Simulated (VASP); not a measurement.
A run of VASP 6.6.1:

Contents of INCAR:

```
SYSTEM = SnSe
ALGO     = Normal         ! electronic algorithm
EDIFF    = 1E-8           ! SCF threshold, eV
ENCUT    = 520            ! plane-wave cutoff, eV
ISIF     = 2              ! what is computed and relaxed
ISMEAR   = -1             ! smearing method
LASPH    = .TRUE.         ! aspherical terms in the spheres
LCHARG   = .FALSE.        ! write CHGCAR
LEFG     = .TRUE.       
LREAL    = .FALSE.        ! projectors in reciprocal space
LWAVE    = .FALSE.        ! write WAVECAR
NBANDS   = 17             ! bands
NELM     = 100            ! most SCF steps
PREC     = Accurate       ! precision mode
SIGMA    = 0.02           ! smearing width, eV
```

KPOINTS

```
k-points
0
G
  9 9 9
  0 0 0
```

POSCAR

```
SnSe
1.0
    0.0000000000      2.9897980490      2.9897980490
    2.9897980490      0.0000000000      2.9897980490
    2.9897980490      2.9897980490      0.0000000000
Sn Se
1 1
Direct
    0.0000000000      0.0000000000      0.0000000000
    0.5000000000      0.5000000000      0.5000000000
```

Potentials or basis: VASP PAW LDA potentials, release 64 (Sn_d, Se).

Command:

```sh
$ cat potpaw_LDA.64/Sn_d/POTCAR potpaw_LDA.64/Se/POTCAR > POTCAR
$ mpirun -np 1 vasp_std > vasp.out
```

Hardware: 1 thread of Intel(R) Xeon(R) Platinum 8488C (Sapphire Rapids), with other jobs on the host.

How long does it take, and how much memory?

It took 16 s on 1 thread of Intel(R) Xeon(R) Platinum 8488C (Sapphire Rapids), on a shared host, peak memory 0.17 GiB. Counts: scf iterations 13, k points 35.
